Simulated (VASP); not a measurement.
BaS:

```
CELL_PARAMETERS angstrom
0.00000 3.21180 3.21180
3.21180 0.00000 3.21180
3.21180 3.21180 0.00000
ATOMIC_POSITIONS crystal
Ba 0.00000 0.00000 0.00000
S 0.50000 0.50000 0.50000
```

Base run:

- Program: VASP 6.6.1
- Functional: PBE
- Potentials or basis: VASP PAW PBE potentials, release 64 (Ba_sv, S)
- Cutoff: 520 eV
- k mesh: 8 × 8 × 8
- Occupations: fermi-dirac, width 0.02 eV
- Spin: no spin polarisation

Its results: band gap on the k mesh 2.13 eV (least direct gap 2.28 eV); pressure 0.6 GPa.

Task: The run is repeated on the same cell with these changes: functional from PBE to r2SCAN; occupations from fermi-dirac, width 0.02 eV to gaussian, width 0.01 eV. What comes out?

Result: Band gap on the k mesh 2.49 eV (least direct gap 2.63 eV); pressure 0.6 GPa.

Caveats: spin-orbit coupling is left out, which moves the levels of the heavy elements; the PAW data sets were made with another functional, which shifts forces and pressure a little (at least some runs).

A k mesh can miss the band edges.
